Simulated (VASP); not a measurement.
Wanted: the native input for a VASP 6.6.1 run.

```
Task                   : single point
Functional             : PBEsol
Potentials or basis    : VASP PAW PBE potentials, release 64 (Nb_sv, Ru_pv)
Cutoff                 : 520 eV
k mesh                 : 10 × 10 × 9
Occupations            : methfessel-paxton, width 0.05 eV
Spin                   : no spin polarisation
Dipole correction      : no
Further INCAR settings : ALGO = Normal; EDIFF = 1e-07; NBANDS = 20
```

The structure of NbRu lies in POSCAR:

```
NbRu
1.0
    3.0000000000      0.0000000000      0.0000000000
    0.0000000000      3.0000000000      0.0000000000
    0.0000000000      0.0000000000      3.3800000000
Nb Ru
1 1
Direct
    0.0000000000      0.0000000000      0.0000000000
    0.5000000000      0.5000000000      0.5000000000
```

These files were run (other wordings do the same):

INCAR

```
PREC = Accurate ; ENCUT = 520
EDIFF = 1E-7 ; ISMEAR = 1
SIGMA = 0.05 ; LREAL = False
LASPH = True ; NELM = 100
ALGO = Normal ; ISIF = 2
LWAVE = False ; LCHARG = False
GGA = PS ; NBANDS = 20
```

KPOINTS

```
Automatic mesh
0
Gamma
  10 10 9
```

Potentials or basis: VASP PAW PBE potentials, release 64 (Nb_sv, Ru_pv).

Run with:

```bash
$ cat potpaw_PBE.64/Nb_sv/POTCAR potpaw_PBE.64/Ru_pv/POTCAR > POTCAR
$ mpirun -np 1 vasp_std > vasp.out
```

Results of the run:

| Item | Value |
| --- | --- |
| Pressure | 4.2 GPa |

Caveat: the PAW data sets were made with another functional, which shifts forces and pressure a little.

Run time: 22 s on 1 thread of Intel(R) Xeon(R) 6975P-C (Granite Rapids), on a shared host, peak memory 0.19 GiB.
